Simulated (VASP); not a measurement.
# BeTe (F-43m) in VASP: a series of runs

The runs below take BeTe through G0W0 quasiparticle levels, dielectric tensor, with PBE, r2SCAN.

All numbers are computed with VASP 6.6.1; they aren't measurements. Logs are shortened: lines on timing, memory, paths and dates and some standing lists are left out, and cuts for length are marked.

### 1 The cell of the first run

Symmetry: F-43m, No. 216, cubic system. Conventional cell: a = 5.601 Å, b = 5.601 Å, c = 5.601 Å, α = 90.00°, β = 90.00°, γ = 90.00°. Be (site symmetry -43m) has 4 Te at 2.43 Å within 3.2 Å. Te (site symmetry -43m) has 4 Be at 2.43 Å within 3.2 Å.

### 2 G0W0 quasiparticle levels, PBE

Input file POSCAR:

```
BeTe
1.0
    0.0000000000      2.8003373892      2.8003373892
    2.8003373892      0.0000000000      2.8003373892
    2.8003373892      2.8003373892      0.0000000000
Be Te
1 1
Direct
    0.0000000000      0.0000000000      0.0000000000
    0.2500000000      0.2500000000      0.2500000000
```

Input file INCAR.step1:

```
PREC = Accurate
ENCUT = 500
EDIFF = 1E-8
ISMEAR = 0
SIGMA = 0.01
LREAL = False
LASPH = True
NELM = 80
ALGO = Normal
LWAVE = True
LCHARG = False
GGA = PE
```

Input file INCAR.step2:

```
PREC = Accurate
ENCUT = 500
EDIFF = 1E-8
ISMEAR = 0
SIGMA = 0.01
LREAL = False
LASPH = True
NELM = 1
ALGO = Exact
LWAVE = True
LCHARG = False
GGA = PE
NBANDS = 187
LOPTICS = True
ISTART = 1
```

Input file INCAR.step3:

```
PREC = Accurate
ENCUT = 500
EDIFF = 1E-8
ISMEAR = 0
SIGMA = 0.01
LREAL = False
LASPH = True
ALGO = EVGW0
LWAVE = False
LCHARG = False
GGA = PE
NELMGW = 1
NBANDS = 187
ENCUTGW = 150.0
NOMEGA = 96
PRECFOCK = Fast
ISTART = 1
NBANDSGW = 12
OMEGAMAX = 30
```

Input file KPOINTS:

```
regular mesh
0
Gamma
  4 4 4
```

Potentials or basis: VASP PAW PBE potentials, release 64 (Be_GW, Te_GW).

Command:

```
$ cat potpaw_PBE.64/Be_GW/POTCAR potpaw_PBE.64/Te_GW/POTCAR > POTCAR
$ cp INCAR.step1 INCAR
$ mpirun -np 1 vasp_std > vasp.out
$ cp INCAR.step2 INCAR
$ mpirun -np 1 vasp_std > vasp.out
$ cp INCAR.step3 INCAR
$ mpirun -np 1 vasp_std > vasp.out
```

OUTCAR:

```text
PREC = Accurate
   ENCUT = 500
   EDIFF = 1E-8
   ISMEAR = 0
   LREAL = False
   LASPH = True
   GGA = PE
   NELMGW = 1
   ENCUTGW = 150.0
   PRECFOCK = Fast
   ISTART = 1

 ion  position               nearest neighbor table
   1  0.000  0.000  0.000-   2 2.43   2 2.43   2 2.43   2 2.43
   2  0.250  0.250  0.250-   1 2.43   1 2.43   1 2.43   1 2.43

  LATTYP: Found a face centered cubic cell.
 ALAT       =     5.6006747784

  Lattice vectors:

 A1 = (   0.0000000000,   2.8003373892,   2.8003373892)
 A2 = (   2.8003373892,   0.0000000000,   2.8003373892)
 A3 = (   2.8003373892,   2.8003373892,   0.0000000000)

Analysis of symmetry for initial positions (statically):
=====================================================================
 Subroutine PRICEL returns:
 Original cell was already a primitive cell.

 Routine SETGRP: Setting up the symmetry group for a
 face centered cubic supercell.

 Subroutine GETGRP returns: Found 24 space group operations
 (whereof 24 operations were pure point group operations)
 out of a pool of 48 trial point group operations.

The static configuration has the point symmetry T_d .

Analysis of symmetry for dynamics (positions and initial velocities):
=====================================================================
 Subroutine PRICEL returns:
 Original cell was already a primitive cell.

 Routine SETGRP: Setting up the symmetry group for a
 face centered cubic supercell.

 Subroutine GETGRP returns: Found 24 space group operations
 (whereof 24 operations were pure point group operations)
 out of a pool of 48 trial point group operations.

The dynamic configuration has the point symmetry T_d .

 Subroutine INISYM returns: Found 24 space group operations
 (whereof 24 operations are pure point group operations),
 and found     1 'primitive' translations

----------------------------------------------------------------------------------------

                                     Primitive cell

  volume of cell :      43.9199

  direct lattice vectors                    reciprocal lattice vectors
     0.000000000  2.800337389  2.800337389    -0.178549914  0.178549914  0.178549914
     2.800337389  0.000000000  2.800337389     0.178549914 -0.178549914  0.178549914
     2.800337389  2.800337389  0.000000000     0.178549914  0.178549914 -0.178549914

  length of vectors
     3.960275115  3.960275115  3.960275115     0.309257523  0.309257523  0.309257523

  position of ions in fractional coordinates (direct lattice)
     0.000000000  0.000000000  0.000000000
     0.250000000  0.250000000  0.250000000

  ion indices of the primitive-cell ions
   primitive index   ion index
                 1           1
                 2           2

----------------------------------------------------------------------------------------

 KPOINTS: regular mesh

Automatic generation of k-mesh.
 Grid dimensions read from file:
 generate k-points for:    4    4    4

 Generating k-lattice:

  Cartesian coordinates                     Fractional coordinates (reciprocal lattice)
    -0.044637478  0.044637478  0.044637478     0.250000000  0.000000000  0.000000000
     0.044637478 -0.044637478  0.044637478     0.000000000  0.250000000  0.000000000
     0.044637478  0.044637478 -0.044637478     0.000000000  0.000000000  0.250000000

  Length of vectors
     0.077314381  0.077314381  0.077314381

  Shift w.r.t. Gamma in fractional coordinates (k-lattice)
     0.000000000  0.000000000  0.000000000

 Subroutine IBZKPT returns following result:
 ===========================================

 Found      8 irreducible k-points:

 Following reciprocal coordinates:
            Coordinates               Weight
  0.000000  0.000000  0.000000      1.000000
  0.250000  0.000000  0.000000      8.000000
  0.500000  0.000000  0.000000      4.000000
  0.250000  0.250000  0.000000      6.000000
  0.500000  0.250000  0.000000     24.000000
 -0.250000  0.250000  0.000000     12.000000
  0.500000  0.500000  0.000000      3.000000
 -0.250000  0.500000  0.250000      6.000000
   k-points           NKPTS =      8   k-points in BZ     NKDIM =     64   number of bands    NBANDS=    187
   number of dos      NEDOS =    301   number of ions     NIONS =      2
   total plane-waves  NPLWV =  27000
   dimension x,y,z NGX =    30 NGY =   30 NGZ =   30
   dimension x,y,z NGXF=    60 NGYF=   60 NGZF=   60
   ions per type =               1   1
   NGX,Y,Z   is equivalent  to a cutoff of  12.59, 12.59, 12.59 a.u.
   NGXF,Y,Z  is equivalent  to a cutoff of  25.19, 25.19, 25.19 a.u.
 SYSTEM =  unknown system
   PREC   = accura    normal or accurate (medium, high low for compatibility)
   ISTART =      1    job   : 0-new  1-cont  2-samecut
   ICHARG =      0    charge: 1-file 2-atom 10-const
   ISPIN  =      1    spin polarized calculation?
   LNONCOLLINEAR =      F non collinear calculations
   LSORBIT =      F    spin-orbit coupling
   LASPH  =      T    aspherical Exc in radial PAW
   ENCUT  =  500.0 eV  36.75 Ry    6.06 a.u.   7.22  7.22  7.22*2*pi/ulx,y,z
   NELM   =     60;   NELMIN=  2; NELMDL=  0     # of ELM steps
   EDIFF  = 0.1E-07   stopping-criterion for ELM
   LREAL  =      F    real-space projection
   EDIFFG = 0.1E-06   stopping-criterion for IOM
   NSW    =      0    number of steps for IOM
   IBRION =     -1    ionic relax: 0-MD 1-quasi-New 2-CG
   NFREE  =      0    steps in history (QN), initial steepest desc. (CG)
   ISIF   =      0    stress and relaxation
   ISYM   =      3    0-nonsym 1-usesym 2-fastsym
   POTIM  = 0.5000    time-step for ionic-motion
   TEBEG  =    0.0;   TEEND  =   0.0 temperature during run
   PSTRESS=    0.0 pullay stress
   NELECT =       8.0000    total number of electrons
   NUPDOWN=      -1.0000    fix difference up-down
   EMIN   =  10.00;   EMAX   =-10.00  energy-range for DOS
   EFERMI =   0.00;   METHOD = LEGACY
   ISMEAR =     0;   SIGMA  =   0.01  broadening in eV -4-tet -1-fermi 0-gaus
   EFERMI_NEDOS =   21; number of points for ismear=-14 and -15
   IALGO  =     38    algorithm
   IMIX   =      4    mixing-type and parameters
     AMIX     =   0.40;   BMIX     =  1.00
     AMIX_MAG =   1.60;   BMIX_MAG =  1.00
  volume/ion in A,a.u.               =      21.96       148.19
  Fermi-wavevector in a.u.,A,eV,Ry     =   0.928007  1.753678 11.717290  0.861197
  Thomas-Fermi vector in A             =   2.054137
   LORBIT       =      0    0 simple, 1 ext, 2 COOP (PROOUT), +10 PAW based schemes
   GGA     = PE    functional components
   LHFCALC =     T    Hartree Fock is set to
   PRECFOCK=fast      Normal, Fast or Accurate (Low or Medium for compatibility)
   ENCUT4O =  -1.0   cutoff for four orbital integrals eV
   NKREDX  =     1    reduce k-point grid by
   NKREDY  =     1    reduce k-point grid by
   NKREDZ  =     1    reduce k-point grid by
   AEXX    =    1.0000 exact exchange contribution
   HFSCREEN=    0.0000 screening length (either q_TF or 0.3 A-1)
   HFSCREENC=   0.0000 screening length for correlation (either q_TF or 0.3 A-1)
   ENCUTFOCK=  -1.0 apply spherical cutoff to Coloumb kernel
   IVDW    =     0    specifies the selected vdW correction
   LEPSILON=     F    determine dielectric tensor
   LRPA    =     F    only Hartree local field effects (RPA)
   LRPAFORCE           =     F    calculate RPA forces
   ENCUTGW             = 150.0    cutoff for response function in eV
   ENCUTGWSOFT         = 120.0    soft cutoff for Coulomb kernel in GW response function in eV
   ENCUTLF             =  -1.0    cutoff for local field effects
   NELMGW              =     1    number of iterations in solving QP/BSE equation
   NELMHF              =     1    number of iterations in the inner HF iteration
   NKREDLFX            =     1    NKREDLFY  =   1   NKREDLFZ  =   1
 non-spin polarized calculation
 Gauss-broadening in eV      SIGMA  =   0.01
  energy-cutoff  :      500.00
  volume of cell :       43.92
 maximum number of plane-waves:      1139
 NGX is ok and might be reduce to    30
  NGX = 16; NGY = 16; NGZ = 16
   NGX = 15   NGY = 15   NGZ = 15
 maximum number of plane-waves:       200

 QP shifts <psi_nk| G(iteration)W_0 |psi_nk>: iteration 1
 for sc-GW calculations column KS-energies equals QP-energies in previous step
 and V_xc(KS)=  KS-energies - (<T + V_ion + V_H > + <T+V_H+V_ion>^1  + <V_x>^1)

 k-point   1 :       0.0000    0.0000    0.0000
  band No.  KS-energies  QP-energies   sigma(KS)   V_xc(KS)     V^pw_x(r,r')   Z            occupation Imag(sigma)

      1      -7.3657      -8.2455     -12.0158     -10.7875     -17.6634       0.7163       2.0000       1.2172
      2       5.0436       4.2895     -12.0805     -11.1200     -13.0059       0.7851       2.0000       0.0441
      3       5.0436       4.2895     -12.0805     -11.1200     -13.0059       0.7851       2.0000       0.0441
      4       5.0436       4.2895     -12.0805     -11.1200     -13.0059       0.7851       2.0000       0.0441
      5       8.6342       8.9145      -9.0324      -9.3955      -4.8271       0.7719       0.0000      -0.0974
      6       8.6342       8.9145      -9.0324      -9.3955      -4.8271       0.7719       0.0000      -0.0974
      7       8.6342       8.9145      -9.0324      -9.3955      -4.8271       0.7719       0.0000      -0.0974
      8       8.9843       9.4153      -9.1221      -9.6794      -4.6516       0.7733       0.0000      -0.1055
      9      13.3785      13.3914      -7.9371      -7.9544      -2.4732       0.7488       0.0000      -0.2377
     10      15.5089      15.6906      -9.0399      -9.2801      -3.7981       0.7566       0.0000      -0.2727
     11      15.5089      15.6906      -9.0399      -9.2801      -3.7981       0.7566       0.0000      -0.2727
     12      16.3582      16.4642      -7.7427      -7.8826      -2.1453       0.7577       0.0000      -0.3367

 k-point   2 :       0.2500    0.0000    0.0000
  band No.  KS-energies  QP-energies   sigma(KS)   V_xc(KS)     V^pw_x(r,r')   Z            occupation Imag(sigma)

      1      -6.7951      -7.5992     -12.0736     -10.9469     -17.5421       0.7137       2.0000       1.1316
      2       1.6613       0.8104     -11.2944     -10.1612     -13.2289       0.7510       2.0000       0.0988
      3       4.3485       3.5857     -11.8433     -10.8637     -12.9223       0.7787       2.0000       0.0492
      4       4.3485       3.5857     -11.8433     -10.8637     -12.9223       0.7787       2.0000       0.0492
      5       8.3922       8.6633      -9.0456      -9.3956      -4.8240       0.7746       0.0000      -0.0962
      6       9.5309       9.8096      -9.1292      -9.4926      -4.7019       0.7670       0.0000      -0.1099
      7       9.5309       9.8096      -9.1292      -9.4926      -4.7019       0.7670       0.0000      -0.1099
      8      12.1648      12.4602      -9.2721      -9.6672      -4.0675       0.7477       0.0000      -0.1881
      9      14.1267      14.1739      -7.8245      -7.8867      -2.4264       0.7583       0.0000      -0.2684
     10      14.1845      14.3046      -8.4915      -8.6486      -3.3956       0.7643       0.0000      -0.2404
     11      14.1845      14.3046      -8.4915      -8.6486      -3.3956       0.7643       0.0000      -0.2404
     12      16.7601      16.8677      -8.2852      -8.4283      -2.4379       0.7512       0.0000      -0.4399
[... 68 lines left out ...]
      1      -5.4658      -6.1536     -12.4597     -11.4981     -17.3527       0.7152       2.0000       0.8871
      2      -0.1700      -1.1079     -11.2128      -9.9130     -14.0895       0.7215       2.0000       0.1845
      3       2.3304       1.4817     -11.4347     -10.3166     -13.2041       0.7591       2.0000       0.0803
      4       2.3304       1.4817     -11.4347     -10.3166     -13.2041       0.7591       2.0000       0.0803
      5       6.9676       7.0288      -8.0275      -8.1049      -4.1851       0.7917       0.0000      -0.0830
      6       7.6788       7.7384      -8.5969      -8.6730      -4.6701       0.7829       0.0000      -0.0875
      7      14.8828      15.2399      -9.7596     -10.2556      -3.5368       0.7199       0.0000      -0.3845
      8      14.8828      15.2399      -9.7596     -10.2556      -3.5368       0.7199       0.0000      -0.3845
      9      16.6926      17.0485      -8.9127      -9.3956      -2.5534       0.7370       0.0000      -0.5101
     10      18.2214      18.3725      -9.6236      -9.8265      -3.3166       0.7444       0.0000      -0.6413
     11      18.7592      18.9067      -9.0963      -9.2889      -3.2152       0.7665       0.0000      -0.5871
     12      18.7592      18.9067      -9.0963      -9.2889      -3.2152       0.7665       0.0000      -0.5871

 k-point   8 :      -0.2500    0.5000    0.2500
  band No.  KS-energies  QP-energies   sigma(KS)   V_xc(KS)     V^pw_x(r,r')   Z            occupation Imag(sigma)

      1      -5.4298      -6.1107     -12.4986     -11.5379     -17.3754       0.7089       2.0000       0.8704
      2       0.3756      -0.5582     -11.4141     -10.1311     -14.0804       0.7278       2.0000       0.1546
      3       1.2544       0.3710     -10.9968      -9.8175     -13.0623       0.7491       2.0000       0.1067
      4       1.7480       0.9011     -10.9411      -9.8200     -12.7569       0.7555       2.0000       0.0891
      5      10.3470      10.3785      -8.6888      -8.7294      -4.3656       0.7778       0.0000      -0.1159
      6      10.5911      10.7575      -8.5344      -8.7512      -3.8769       0.7674       0.0000      -0.1260
      7      10.6340      11.0150      -8.8536      -9.3591      -3.8289       0.7538       0.0000      -0.1460
      8      11.3028      11.5634      -9.5884      -9.9359      -4.6544       0.7502       0.0000      -0.1581
      9      16.1363      16.4468      -9.3899      -9.8135      -3.2305       0.7330       0.0000      -0.4372
     10      16.9085      17.0838      -9.6846      -9.9218      -3.5274       0.7393       0.0000      -0.5310
     11      18.1339      18.3965      -8.9192      -9.2700      -2.7589       0.7489       0.0000      -0.5505
     12      19.0756      19.3241      -9.1021      -9.4257      -2.9124       0.7680       0.0000      -0.7115
```

It took 3.7 min on 1 thread of Intel Xeon 8259CL, shared host; peak memory 0.5 GiB.

What came out:

```yaml
Quasiparticle_gap: 2.74 eV
Least_direct_quasiparticle_gap: 4.62 eV
Band_gap_of_the_starting_levels_on_the_mesh: 1.92 eV
Least_direct_gap_of_the_starting_levels_on_the_mesh: 3.59 eV
```

Caveat: the k points lie up to 0.49 Å⁻¹ apart; bands, screening cutoff and mesh are small and nothing is extrapolated, so the quasiparticle values aren't converged; spin-orbit coupling is left out, which moves the levels of the heavy elements.

(Part 1 of 2 ends here.)
